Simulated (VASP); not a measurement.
The system is CdS.

```
Cd S
1.0
     0.00000    2.93921    3.03650
     2.93921    0.00000    3.03650
     2.93921    2.93921    0.00000
Cd S
1 1
Direct
  0.00000 0.00000 0.00000
  0.25000 0.25000 0.25000
```

This cell differs from its parent crystal: uniaxial z strain +3.3%.

Base run:

- Program: VASP 6.6.1
- Functional: r2SCAN
- Potentials or basis: VASP PAW PBE potentials, release 64 (Cd, S)
- Cutoff: 520 eV
- k mesh: 8 × 8 × 8
- Occupations: gaussian, width 0.01 eV
- Spin: no spin polarisation

Its results: band gap on the k mesh 1.43 eV; pressure -1.6 GPa.

The run is repeated on the same cell with these changes: functional from r2SCAN to PBE; occupations from gaussian, width 0.01 eV to fermi-dirac, width 0.02 eV. What comes out?

Band gap on the k mesh 0.99 eV; pressure -0.2 GPa.

Caveats: the structure was generated, so it needn't be the stable form of CdS; the PAW data sets were made with another functional, which shifts forces and pressure a little (at least some runs).

